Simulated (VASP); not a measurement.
Crystal: Si2B3.

```
Si B
1.0
     5.77000    0.00000    0.00000
     0.00000    5.77000    0.00000
     0.00000    0.00000    3.07000
Si B
4 6
Cartesian
  4.7256 1.8406 1.5350
  1.0444 3.9294 1.5350
  1.8406 1.0444 1.5350
  3.9294 4.7256 1.5350
  2.2445 5.1295 0.0000
  3.5255 0.6405 0.0000
  0.6405 2.2445 0.0000
  5.1295 3.5255 0.0000
  0.0000 0.0000 0.0000
  2.8850 2.8850 0.0000
```

* Program: VASP 6.6.1
* Task: relaxation of cell and atoms
* Functional: PBE
* Potentials or basis: VASP PAW PBE potentials, release 64 (Si, B)
* Cutoff: 500 eV
* k mesh: 3 × 3 × 5
* Occupations: gaussian, width 0.2 eV
* Spin: no spin polarisation

At the start: pressure -14.7 GPa; volume 10.22 Å³/atom.

**Question.** How do energy, volume and symmetry change on relaxing?

**Answer.** Over 11 steps the energy falls by 157.7 meV/atom and the volume is 9.11 Å³/atom (-10.9 %); space group P4/mbm (No. 127, to 0.05 Å).

The path:
```csv
step,energy change (eV),largest force (eV/Å),pressure (GPa),volume (Å³)
1,0.0000,0.8654,-14.70,102.21
2,-0.8115,0.8190,2.66,88.94
3,-0.8117,0.8148,3.03,88.74
4,-1.0811,0.3297,2.94,88.18
5,-1.4040,0.7722,7.87,86.56
6,-1.5438,0.1238,3.80,89.13
7,-1.5438,0.1213,3.78,89.14
8,-1.5731,0.1231,1.02,90.50
9,-1.5756,0.1275,-0.08,91.07
10,-1.5756,0.1271,-0.01,91.03
11,-1.5768,0.0145,-0.08,91.06
```

Final structure:
```xyz
10
Lattice="5.2351 0.0000 0.0000 0.0000 5.2351 0.0000 0.0000 0.0000 3.3227" Properties=species:S:1:pos:R:3 pbc="T T T"
Si    4.1358    1.5182    1.6613
Si    1.0993    3.7168    1.6613
Si    1.5182    1.0993    1.6613
Si    3.7168    4.1358    1.6613
B     2.0145    4.6320    3.3227
B     3.2206    0.6031    0.0000
B     0.6031    2.0145    3.3227
B     4.6320    3.2206    0.0000
B     0.0000    0.0000    0.0000
B     2.6175    2.6175    0.0000
```

Caveat: the k points lie up to 0.40 Å⁻¹ apart in the final cell; the relaxation stopped at a loose force limit of 0.08 eV/Å, so its end isn't a converged minimum.
